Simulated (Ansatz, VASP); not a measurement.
Au in VASP and in Ansatz

Contents of POSCAR:

```
Au
1.0
   -1.7235597600      1.7235597600      1.6572690000
    1.7235597600     -1.7235597600      1.6572690000
    1.7235597600      1.7235597600     -1.6572690000
Au
1
Direct
    0.0000000000      0.0000000000      0.0000000000
```

The input INCAR.step1:

```
PREC = Accurate ; ENCUT = 520
ISMEAR = 0 ; SIGMA = 0.15
LREAL = F ; LASPH = T
NELM = 60 ; NBANDS = 12
GGA = PE ; ALGO = Normal
EDIFF = 1E-4 ; LWAVE = T
LCHARG = F
```

File INCAR.step2:

```
PREC = Accurate ; ENCUT = 520
EDIFF = 1E-6 ; ISMEAR = 0
SIGMA = 0.15 ; LREAL = F
LASPH = T ; NELM = 60
ALGO = Normal ; ISIF = 2
LWAVE = F ; LCHARG = T
METAGGA = R2SCAN ; LMIXTAU = T
LELF = T ; LVHAR = T
NBANDS = 12 ; ISTART = 1
```

File KPOINTS:

```
Automatic mesh
0
Gamma
  24 24 24
```

Input for Ansatz:

```yaml
crystal:
  lattice:
    - [-1.72355976, 1.72355976, 1.657269]
    - [1.72355976, -1.72355976, 1.657269]
    - [1.72355976, 1.72355976, -1.657269]
  atoms:
    - { symbol: Au, position: [0.0, 0.0, 0.0] }
basis:
  ecutwfc: 500
kpoints:
  mp_grid: { grid: [24, 24, 24] }
hamiltonian:
  xc: r2scan
scf:
  occupations: { method: gaussian, width: 0.15 }
output:
  forces: true
  stress: true
  eigenvalues: true
```

Change from the starting cell: strain +0.040 along x and y, +0.000 along z, atoms carried along.

Alike in both runs: task single point; functional r2SCAN; k mesh 24 × 24 × 24; occupations gaussian, width 0.15 eV; no spin polarisation.

|  | VASP | Ansatz |
| --- | --- | --- |
| version | VASP 6.6.1 | Ansatz 0.2.0 |
| potentials or method | VASP PAW PBE potentials, release 64 (Au), cutoff 520 eV | scalar-relativistic, plane waves, PAW |
| valence electrons in the cell | 11 | 19 |

VASP gave:

| Property | Result |
| --- | --- |
| gap on the k mesh at the Fermi level (eV) | none |
| pressure (GPa) | -12.0 |
| traceless stress, the component that is largest in VASP (GPa) | -0.26 |

Which values does Ansatz return?

gap on the k mesh at the Fermi level (eV): none; pressure (GPa): -12.1; traceless stress, the component that is largest in VASP (GPa): -0.26.

VASP's potentials were made for PBE, not for r2SCAN. A gap of «none» marks a metal or a gap that the smearing closes. With one functional, cell and mesh, what is left measures potentials, basis and numerics. VASP's potentials hold 11 valence electrons a cell and Ansatz's 19, so a difference there can come from the potentials and not from the codes.

Spin-orbit coupling is off throughout.
